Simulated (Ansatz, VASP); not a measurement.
Two plane-wave programs on MgO

Contents of POSCAR:

```
MgO
1.0
    2.6556162495      0.0000000000      0.0000000000
    0.0000000000      2.6556162495      0.0000000000
    0.0000000000      0.0000000000      2.6556162495
Mg O
1 1
Direct
    0.0000000000      0.0000000000      0.0000000000
    0.5000000000      0.5000000000      0.5000000000
```

Contents of INCAR.step1:

```
ALGO = Normal
EDIFF = 1E-5
ENCUT = 520
GGA = PE
ISIF = 2
ISMEAR = 0
LASPH = T
LCHARG = F
LREAL = F
LWAVE = T
NBANDS = 11
NELM = 80
PREC = Accurate
SIGMA = 0.01
```

Contents of INCAR.step2:

```
ALGO = Normal
EDIFF = 1E-7
ENCUT = 520
GGA = PE
HFSCREEN = 0.2079
ISIF = 2
ISMEAR = 0
ISTART = 1
LASPH = T
LCHARG = F
LHFCALC = T
LREAL = F
LWAVE = F
NBANDS = 11
NELM = 80
PREC = Accurate
PRECFOCK = Normal
SIGMA = 0.01
```

Contents of KPOINTS:

```
k-points
0
Gamma
  6 6 6
```

Input for Ansatz:

```yaml
crystal:
  lattice:
    - [2.6556162495, 0.0, 0.0]
    - [0.0, 2.6556162495, 0.0]
    - [0.0, 0.0, 2.6556162495]
  atoms:
    - { symbol: Mg, position: [0.0, 0.0, 0.0] }
    - { symbol: O, position: [0.5, 0.5, 0.5] }
kpoints:
  mp_grid: { grid: [6, 6, 6] }
  band_path:
    path: [[0.0, 0.0, 0.0], [0.0, 0.5, 0.0], [0.5, 0.5, 0.0], [0.5, 0.5, 0.5]]
    npoints: 1
hamiltonian:
  xc: hse06
scf:
  occupations: { method: fixed }
  n_extra_bands: 4
output:
  forces: true
  stress: true
  eigenvalues: true
```

Change from the starting cell: hydrostatic strain +1.2%.

Alike in both runs: task single point; functional HSE06; k mesh 6 × 6 × 6; no spin polarisation.

|  | VASP | Ansatz |
| --- | --- | --- |
| version | VASP 6.6.1 | Ansatz 0.2.0 |
| potentials or method | VASP PAW PBE potentials, release 64 (Mg, O) | plane waves, PAW |
| plane-wave cutoff (eV) | 520 | 420 |
| occupations | gaussian, width 0.01 eV | fixed |
| valence electrons in the cell | 8 | 16 |

```tsv
	VASP	Ansatz	Ansatz less VASP
gap on the k mesh at the Fermi level (eV)	3.77	3.82	+0.060
pressure (GPa)	-6.5	-6.1	+0.43
```

VASP's potentials hold 8 valence electrons a cell and Ansatz's 16, so a difference there can come from the potentials and not from the codes. Ansatz's warnings: stress exchange threshold loose, stress scf threshold loose.
